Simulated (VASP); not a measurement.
Runs of VASP 6.6.1 on Co. The structure is that of space group Pm-3n (No. 223), or close to it. The cells are those of the table. 

```tsv
task	spin	cell	k mesh	cutoff (eV)	smearing	gap on the mesh (eV)	pressure (GPa)	moment (μB)	relaxed volume (Å³/atom)
single point	off	a = 4.335 Å, 8 atoms	6 × 6 × 6	520	fermi-dirac 0.1 eV	none	-1.1	-	-
single point	off	a = 4.335 Å, 8 atoms	8 × 8 × 8	520	fermi-dirac 0.1 eV	none	-1.0	-	-
single point	collinear, ferromagnetic start	a = 4.398 Å, 8 atoms	6 × 6 × 6	520	fermi-dirac 0.05 eV	none	-1.2	13.16	-
relaxation of cell and atoms	collinear, ferromagnetic start	relaxed from a = 4.458 Å, 8 atoms	6 × 6 × 6	600	fermi-dirac 0.05 eV	none	-0.1	13.10	10.57
relaxation of cell and atoms	off	relaxed from a = 4.458 Å, 8 atoms	6 × 6 × 6	600	fermi-dirac 0.1 eV	none	-0.1	-	(a)
single point	collinear, ferromagnetic start	a = 4.398 Å, 8 atoms	8 × 8 × 8	520	fermi-dirac 0.05 eV	none	(b)	13.28	-
```

Alike in all rows: level PBEsol; potentials or basis VASP PAW PBE potentials, release 64 (Co).

Q: Estimate the missing entries.

A: (a) 10.14; (b) -0.9.

Caveats: the PAW data sets were made with another functional, which shifts forces and pressure a little.

A gap of «none» marks levels without a gap at the run's occupations.
